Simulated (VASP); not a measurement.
Here is a VASP 6.6.1 calculation.

Contents of INCAR:

```
SYSTEM = Co
ALGO = Normal
EDIFF = 1E-6
ENCUT = 600
GGA = PE
GGA_COMPAT = .False.
ISIF = 2
ISMEAR = -1
ISPIN = 2
ISYM = 0
KPAR = 4
LASPH = .True.
LCHARG = .True.
LMAXMIX = 4
LORBIT = 11
LREAL = .False.
LVHAR = .True.
LWAVE = .False.
MAGMOM = 1.7 -1.7
NBANDS = 20
NELM = 200
PREC = Accurate
SIGMA = 0.05
```

KPOINTS

```
k-points
0
Gamma
  15 15 10
  0 0 0
```

POSCAR

```
Co
1.0
   -1.6414239645      1.6383814444      1.2190120407
    1.6383814444     -1.6414239645      1.2190120407
    2.6822302521      2.6822302521     -1.2245844220
Co
2
Direct
    0.9995586192      0.0004413808      1.0000000000
    0.7504413808      0.2495586192      0.5000000000
```

Potentials or basis: VASP PAW PBE potentials, release 64 (Co).

Command:

```console
$ cat potpaw_PBE.64/Co/POTCAR > POTCAR
$ mpirun -np 4 vasp_std > vasp.out
```

(1) Estimate the site moments.

(2) Predict the band gap on the k mesh.

## Answers

(1) Co +0.80, -0.79 μB.

(2) zero (filled and empty bands overlap).

Caveat: the antiferromagnetic order is the one typed at the start, and another may lie lower.
